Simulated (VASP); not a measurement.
Wanted: the native input for a VASP 6.6.1 run.

```
Task                   : single point
Functional             : PBEsol
Potentials or basis    : VASP PAW PBE potentials, release 64 (Rb_sv, Br)
Cutoff                 : 500 eV
k mesh                 : 4 × 4 × 4
Occupations            : gaussian, width 0.05 eV
Spin                   : no spin polarisation
Dipole correction      : no
Further INCAR settings : ALGO = Normal; EDIFF = 1e-06; NBANDS = 15
```

The structure of RbBr lies in POSCAR:

```
RbBr
1.0
    0.0000000000      3.8694968646      3.8694968646
    3.8694968646      0.0000000000      3.8694968646
    3.8694968646      3.8694968646      0.0000000000
Rb Br
1 1
Direct
    0.0000000000      0.0000000000      0.0000000000
    0.2500000000      0.2500000000      0.2500000000
```

One way to write it, as run:

INCAR

```
PREC = Accurate
ENCUT = 500
EDIFF = 1E-6
ISMEAR = 0
SIGMA = 0.05
LREAL = False
LASPH = True
NELM = 120
ALGO = Normal
ISIF = 2
LWAVE = False
LCHARG = False
GGA = PS
NBANDS = 15
GGA_COMPAT = False
```

KPOINTS

```
regular mesh
0
Gamma
  4 4 4
```

Potentials or basis: VASP PAW PBE potentials, release 64 (Rb_sv, Br).

Run with:

```sh
$ cat potpaw_PBE.64/Rb_sv/POTCAR potpaw_PBE.64/Br/POTCAR > POTCAR
$ mpirun -np 1 vasp_std > vasp.out
```

It gave:

The pressure is -0.3 GPa and the band gap on the k mesh is 4.12 eV, indirect (least direct gap 4.21 eV).

Caveat: the PAW data sets were made with another functional, which shifts forces and pressure a little.

Run time: 33 s on 1 thread of Intel Xeon 8259CL, on a shared host, peak memory 0.23 GiB.
